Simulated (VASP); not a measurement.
# MgO (P6_3/mmc) in VASP: further runs, part 2 of 3

VASP 6.6.1. The steps go on from the part before.

**5. Single point, PBEsol**

This run uses another cell than the first one, of 12.43 Å³/atom, 1.032 times its volume.

File INCAR:

```
PREC = Accurate
ENCUT = 520
EDIFF = 1E-6
ISMEAR = 0
SIGMA = 0.05
LREAL = False
LASPH = True
NELM = 80
ALGO = Normal
ISIF = 2
LWAVE = False
LCHARG = True
GGA = PS
LELF = True
LVHAR = True
NBANDS = 16
```

File KPOINTS:

```
Automatic mesh
0
Gamma
  9 9 6
```

File POSCAR:

```
MgO
1.0
    3.6695000000      0.0000000000      0.0000000000
   -1.8347500000      3.1778802192      0.0000000000
    0.0000000000      0.0000000000      4.2646000000
Mg O
2 2
Direct
    0.6666666667      0.3333333333      0.7500000000
    0.3333333333      0.6666666667      0.2500000000
    0.6666666667      0.3333333333      0.2500000000
    0.3333333333      0.6666666667      0.7500000000
```

Potentials or basis: VASP PAW PBE potentials, release 64 (Mg, O).

The run is started by

```console
cat potpaw_PBE.64/Mg/POTCAR potpaw_PBE.64/O/POTCAR > POTCAR
mpirun -np 1 vasp_std > vasp.out
```

OUTCAR:

```text
PREC = Accurate
   ENCUT = 520
   EDIFF = 1E-6
   ISMEAR = 0
   LREAL = False
   LASPH = True
   NELM = 80
   ISIF = 2
   GGA = PS

 ion  position               nearest neighbor table
   1  0.667  0.333  0.750-   4 2.12   4 2.12   4 2.12   3 2.13   3 2.13   2 3.01   2 3.01   2 3.01
                             2 3.01   2 3.01   2 3.01
   2  0.333  0.667  0.250-   3 2.12   3 2.12   3 2.12   4 2.13   4 2.13   1 3.01   1 3.01   1 3.01
                             1 3.01   1 3.01   1 3.01
   3  0.667  0.333  0.250-   2 2.12   2 2.12   2 2.12   1 2.13   1 2.13
   4  0.333  0.667  0.750-   1 2.12   1 2.12   1 2.12   2 2.13   2 2.13

  LATTYP: Found a hexagonal cell.
 ALAT       =     3.6695000000
 C/A-ratio  =     1.1621746832

  Lattice vectors:

 A1 = (   3.6695000000,   0.0000000000,   0.0000000000)
 A2 = (  -1.8347500000,   3.1778802192,   0.0000000000)
 A3 = (   0.0000000000,   0.0000000000,   4.2646000000)

Analysis of symmetry for initial positions (statically):
=====================================================================
 Subroutine PRICEL returns:
 Original cell was already a primitive cell.

 Routine SETGRP: Setting up the symmetry group for a
 hexagonal supercell.

 Subroutine GETGRP returns: Found 24 space group operations
 (whereof 12 operations were pure point group operations)
 out of a pool of 24 trial point group operations.

The static configuration has the point symmetry D_3d.
 The point group associated with its full space group is D_6h.

Analysis of symmetry for dynamics (positions and initial velocities):
=====================================================================
 Subroutine PRICEL returns:
 Original cell was already a primitive cell.

 Routine SETGRP: Setting up the symmetry group for a
 hexagonal supercell.

 Subroutine GETGRP returns: Found 24 space group operations
 (whereof 12 operations were pure point group operations)
 out of a pool of 24 trial point group operations.

The dynamic configuration has the point symmetry D_3d.
 The point group associated with its full space group is D_6h.

 Subroutine INISYM returns: Found 24 space group operations
 (whereof 12 operations are pure point group operations),
 and found     1 'primitive' translations

----------------------------------------------------------------------------------------

                                     Primitive cell

  volume of cell :      49.7305

  direct lattice vectors                    reciprocal lattice vectors
     3.669500000  0.000000000  0.000000000     0.272516692  0.157337585  0.000000000
    -1.834750000  3.177880219  0.000000000     0.000000000  0.314675171  0.000000000
     0.000000000  0.000000000  4.264600000     0.000000000  0.000000000  0.234488580

  length of vectors
     3.669500000  3.669500000  4.264600000     0.314675171  0.314675171  0.234488580

  position of ions in fractional coordinates (direct lattice)
     0.666666667  0.333333333  0.750000000
     0.333333333  0.666666667  0.250000000
     0.666666667  0.333333333  0.250000000
     0.333333333  0.666666667  0.750000000

  ion indices of the primitive-cell ions
   primitive index   ion index
                 1           1
                 2           2
[... 31 lines left out ...]
  0.000000  0.000000  0.000000      1.000000
  0.111111  0.000000  0.000000      6.000000
  0.222222  0.000000  0.000000      6.000000
  0.333333  0.000000  0.000000      6.000000
  0.444444  0.000000  0.000000      6.000000
  0.111111  0.111111  0.000000      6.000000
[... 16 lines left out ...]
  0.333333  0.222222  0.166667     24.000000
  0.333333  0.333333  0.166667      4.000000
 [... further k-points ...]
   k-points           NKPTS =     48   k-points in BZ     NKDIM =     48   number of bands    NBANDS=     16
   number of dos      NEDOS =    301   number of ions     NIONS =      4
   total plane-waves  NPLWV =  25088
   dimension x,y,z NGX =    28 NGY =   28 NGZ =   32
   dimension x,y,z NGXF=    56 NGYF=   56 NGZF=   64
   ions per type =               2   2
   NGX,Y,Z   is equivalent  to a cutoff of  12.69, 12.69, 12.47 a.u.
   NGXF,Y,Z  is equivalent  to a cutoff of  25.37, 25.37, 24.95 a.u.
 SYSTEM =  unknown system
   PREC   = accura    normal or accurate (medium, high low for compatibility)
   ISTART =      0    job   : 0-new  1-cont  2-samecut
   ICHARG =      2    charge: 1-file 2-atom 10-const
   ISPIN  =      1    spin polarized calculation?
   LNONCOLLINEAR =      F non collinear calculations
   LSORBIT =      F    spin-orbit coupling
   LASPH  =      T    aspherical Exc in radial PAW
   ENCUT  =  520.0 eV  38.22 Ry    6.18 a.u.   6.82  6.82  7.93*2*pi/ulx,y,z
   NELM   =     80;   NELMIN=  2; NELMDL= -5     # of ELM steps
   EDIFF  = 0.1E-05   stopping-criterion for ELM
   LREAL  =      F    real-space projection
   EDIFFG = 0.1E-04   stopping-criterion for IOM
   NSW    =      0    number of steps for IOM
   IBRION =     -1    ionic relax: 0-MD 1-quasi-New 2-CG
   NFREE  =      0    steps in history (QN), initial steepest desc. (CG)
   ISIF   =      2    stress and relaxation
   ISYM   =      2    0-nonsym 1-usesym 2-fastsym
   POTIM  = 0.5000    time-step for ionic-motion
   TEBEG  =    0.0;   TEEND  =   0.0 temperature during run
   PSTRESS=    0.0 pullay stress
   NELECT =      16.0000    total number of electrons
   NUPDOWN=      -1.0000    fix difference up-down
   EMIN   =  10.00;   EMAX   =-10.00  energy-range for DOS
   EFERMI =   0.00;   METHOD = LEGACY
   ISMEAR =     0;   SIGMA  =   0.05  broadening in eV -4-tet -1-fermi 0-gaus
   EFERMI_NEDOS =   21; number of points for ismear=-14 and -15
   IALGO  =     38    algorithm
   IMIX   =      4    mixing-type and parameters
     AMIX     =   0.40;   BMIX     =  1.00
     AMIX_MAG =   1.60;   BMIX_MAG =  1.00
  volume/ion in A,a.u.               =      12.43        83.90
  Fermi-wavevector in a.u.,A,eV,Ry     =   1.121779  2.119855 17.121406  1.258388
  Thomas-Fermi vector in A             =   2.258435
   LORBIT       =      0    0 simple, 1 ext, 2 COOP (PROOUT), +10 PAW based schemes
   GGA     = PS    functional components
   LHFCALC =     F    Hartree Fock is set to
   AEXX    =    0.0000 exact exchange contribution
   IVDW    =     0    specifies the selected vdW correction
   LEPSILON=     F    determine dielectric tensor
   LRPA    =     F    only Hartree local field effects (RPA)
 non-spin polarized calculation
 Gauss-broadening in eV      SIGMA  =   0.05
  energy-cutoff  :      520.00
  volume of cell :       49.73
 maximum number of plane-waves:      1354
 NGX is ok and might be reduce to    28
   NGX = 13   NGY = 13   NGZ = 15

 number of electron      16.0000000 magnetization

 Free energy of the ion-electron system (eV)
  ---------------------------------------------------
  ext. energy  EPLUGINS =         0.00000000
  ---------------------------------------------------
  free energy    TOTEN  =       -24.52803700 eV

  energy without entropy =      -24.52803700  energy(sigma->0) =      -24.52803700

 E-fermi :   1.2778     XC(G=0):  -9.7618

 val. band max:        1.0626471469   @ k =   0.0000   0.0000   0.0000
 cond. band min:       3.8417680173   @ k =   0.0000   0.0000   0.0000
 fundamental gap:      2.7791208704
 Fermi energy:         1.2777505362

 k-point     1 :       0.0000    0.0000    0.0000
  band No.  band energies     occupation
      1     -15.2485      2.00000
      2     -14.0764      2.00000
      3      -2.1039      2.00000
      4      -0.4522      2.00000
      5      -0.4522      2.00000
      6       0.4860      2.00000
[... 433 lines left out ...]
      3      -1.9991      2.00000
      4      -1.4439      2.00000
      5      -1.4439      2.00000
      6       0.0886      2.00000
[... 8 lines left out ...]
     15      14.5404      0.00000
     16      16.1921      0.00000

 [... further k-points ...]

------------------------ aborting loop because EDIFF is reached ----------------------------------------

  FORCE on cell =-STRESS in cart. coord.  units (eV):
  Direction    XX          YY          ZZ          XY          YZ          ZX
  --------------------------------------------------------------------------------------
  -------------------------------------------------------------------------------------
  Total       -3.9153783     -3.9153783     -3.2955963      0.0000000     -0.0000000      0.0000000
  in kB     -126.1425459   -126.1425459   -106.1749033      0.0000000     -0.0000000      0.0000000
  external PRESSURE =    -119.4866650 kB  Pullay stress =       0.0000000 kB

 VOLUME and BASIS-vectors are now :
 -----------------------------------------------------------------------------
  energy-cutoff  :      520.00
  volume of cell :       49.73
      direct lattice vectors                 reciprocal lattice vectors
     3.669500000  0.000000000  0.000000000     0.272516692  0.157337585  0.000000000
    -1.834750000  3.177880219  0.000000000     0.000000000  0.314675171  0.000000000
     0.000000000  0.000000000  4.264600000     0.000000000  0.000000000  0.234488580

 POSITION                                       TOTAL-FORCE (eV/Angst)
 -----------------------------------------------------------------------------------
      1.83475      1.05929      3.19845        -0.000000      0.000000      0.000000
     -0.00000      2.11859      1.06615        -0.000000      0.000000      0.000000
      1.83475      1.05929      1.06615         0.000000      0.000000      0.000000
     -0.00000      2.11859      3.19845         0.000000     -0.000000     -0.000000
 -----------------------------------------------------------------------------------
    total drift:                               -0.000000      0.000000     -0.000000

  FREE ENERGIE OF THE ION-ELECTRON SYSTEM (eV)
  ---------------------------------------------------
  free  energy   TOTEN  =       -24.5280369998 eV

  energy  without entropy=      -24.5280369998  energy(sigma->0) =      -24.52803700
```

OSZICAR:

```text
N       E                     dE             d eps       ncg     rms          rms(c)
DAV:   1     0.586527211479E+02    0.58653E+02   -0.74189E+03  1544   0.880E+02
DAV:   2    -0.239738958314E+02   -0.82627E+02   -0.74467E+02  2136   0.187E+02
DAV:   3    -0.280660397549E+02   -0.40921E+01   -0.40816E+01  1800   0.441E+01
DAV:   4    -0.280831120957E+02   -0.17072E-01   -0.17072E-01  1880   0.332E+00
DAV:   5    -0.280832033167E+02   -0.91221E-04   -0.91221E-04  1768   0.235E-01    0.103E+01
DAV:   6    -0.246684450301E+02    0.34148E+01   -0.95493E+00  1672   0.232E+01    0.385E+00
DAV:   7    -0.245719636735E+02    0.96481E-01   -0.18665E-01  1536   0.351E+00    0.210E+00
DAV:   8    -0.245307476556E+02    0.41216E-01   -0.12135E-01  1680   0.352E+00    0.573E-01
DAV:   9    -0.245274460271E+02    0.33016E-02   -0.10963E-02  1768   0.906E-01    0.126E-01
DAV:  10    -0.245280283821E+02   -0.58236E-03   -0.56935E-04  1560   0.219E-01    0.245E-02
DAV:  11    -0.245280402954E+02   -0.11913E-04   -0.27872E-05  1776   0.401E-02    0.228E-02
DAV:  12    -0.245280384703E+02    0.18251E-05   -0.50860E-06  1600   0.181E-02    0.103E-02
DAV:  13    -0.245280369569E+02    0.15134E-05   -0.45262E-06  1688   0.169E-02    0.454E-04
DAV:  14    -0.245280369998E+02   -0.42943E-07   -0.56277E-08   840   0.206E-03
   1 F= -.24528037E+02 E0= -.24528037E+02  d E =-.532021E-12
```

Wall time 50 s (1 thread of Intel Xeon 8259CL, shared host); peak memory 0.18 GiB.

Results:

```yaml
Free_energy: -24.5280 eV
Pressure: -11.9 GPa
Band_gap_on_the_k_mesh: 2.78 eV, direct
```

Stress tensor (GPa, compression positive):
```
-12.61   0.00   0.00
  0.00 -12.61   0.00
  0.00   0.00 -10.62
```

Caveat: the PAW data sets were made with another functional, which shifts forces and pressure a little. PBEsol gaps usually lie below the measured ones, often by a third to a half.

**6. Single point, PBEsol**

This run uses another cell than the first one, of 12.44 Å³/atom, 1.033 times its volume.

File INCAR:

```
SYSTEM = MgO
ALGO = Normal
EDIFF = 1E-6
ENCUT = 520
GGA = PS
ISIF = 2
ISMEAR = 0
LASPH = .TRUE.
LCHARG = .TRUE.
LELF = .TRUE.
LREAL = .FALSE.
LVHAR = .TRUE.
LWAVE = .FALSE.
NBANDS = 16
NELM = 100
PREC = Accurate
SIGMA = 0.05
```

File KPOINTS:

```
k-points
0
G
  9 9 6
  0 0 0
```

File POSCAR:

```
MgO
1.0
    3.6113000000      0.0000000000      0.0000000000
   -1.8056500000      3.1274775407      0.0000000000
    0.0000000000      0.0000000000      4.4044000000
Mg O
2 2
Direct
    0.6666666667      0.3333333333      0.7500000000
    0.3333333333      0.6666666667      0.2500000000
    0.6666666667      0.3333333333      0.2500000000
    0.3333333333      0.6666666667      0.7500000000
```

Potentials or basis: VASP PAW PBE potentials, release 64 (Mg, O).

The run is started by

```console
cat potpaw_PBE.64/Mg/POTCAR potpaw_PBE.64/O/POTCAR > POTCAR
mpirun -np 1 vasp_std > vasp.out
```

Wall time 44 s (1 thread of Intel Xeon 8259CL, shared host); peak memory 0.19 GiB.

It converged, with:

```yaml
Free_energy: -24.5258 eV
Pressure: -12.3 GPa
Band_gap_on_the_k_mesh: 2.69 eV, direct
```

Stress tensor (GPa, compression positive):
```
-11.63   0.00   0.00
  0.00 -11.63   0.00
  0.00   0.00 -13.68
```

Levels at points of the mesh, in eV from the valence-band top:
```csv
k point,band 5,band 6,band 7,band 8,band 9,band 10,band 11,band 12
"(0.00, 0.00, 0.00)",-1.53,-0.71,-0.71,0.00,2.69,8.33,10.97,11.69
"(0.00, 0.00, 0.50)",-1.13,-1.13,-1.13,-1.13,5.66,5.66,12.04,12.04
```

Caveat: the PAW data sets were made with another functional, which shifts forces and pressure a little. A hybrid or GW would open this gap; PBEsol tends to underestimate it.

(Part 2 of 3 ends here.)
